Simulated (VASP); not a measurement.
MgF2: single point with r2SCAN

Crystal: MgF2.

```
Mg F
1.0
     4.55962    0.00000    0.00000
     0.00000    4.55962    0.00000
     0.00000    0.00000    2.97565
Mg F
2 4
Direct
  0.00000 0.00000 0.00000
  0.50000 0.50000 0.50000
  0.30280 0.30280 0.00000
  0.19720 0.80280 0.50000
  0.69720 0.69720 0.00000
  0.80280 0.19720 0.50000
```

```yaml
Program: VASP 6.6.1
Task: single point
Functional: r2SCAN
Potentials_or_basis: VASP PAW PBE potentials, release 64 (Mg, F)
Cutoff: 660 eV
k_mesh: 6 × 6 × 9
Occupations: gaussian, width 0.0242 eV
Spin: no spin polarisation
Dipole_correction: no
Further_INCAR_settings: ALGO = Normal; EDIFF = 1e-06; NBANDS = 25
```

```yaml
Pressure: 4.6 GPa
Largest_force: 0.093 eV/Å
Band_gap_on_the_k_mesh: 8.42 eV, direct
```

Forces in eV/Å, atoms in the order of the input:
```
Mg   0.000  0.000  0.000
Mg   0.000  0.000  0.000
F   -0.066 -0.066  0.000
F    0.066 -0.066  0.000
F    0.066  0.066  0.000
F   -0.066  0.066  0.000
```

Stress tensor (GPa, compression positive):
```
3.91 0.00 0.00
0.00 3.91 0.00
0.00 0.00 6.12
```

Levels at points of the mesh, in eV from the valence-band top:
```tsv
k point	band 12	band 13	band 14	band 15	band 16	band 17	band 18	band 19	band 20	band 21
(0.00, 0.00, 0.00)	-1.28	-0.73	-0.34	-0.34	0.00	8.42	13.67	13.67	15.21	15.80
(0.50, 0.00, 0.00)	-1.47	-1.01	-1.01	-0.41	-0.41	10.91	10.91	14.99	14.99	17.09
(0.50, 0.50, 0.00)	-1.33	-1.00	-1.00	-0.87	-0.87	12.61	12.61	12.90	12.90	18.99
```

Run time: 4.1 min on 1 thread of Intel(R) Xeon(R) Platinum 8124M CPU @ 3.00GHz (Skylake/Cascade Lake), with other jobs on the host, peak memory 0.27 GiB.

Caveat: the PAW data sets were made with another functional, which shifts forces and pressure a little. A k mesh can miss the band edges.
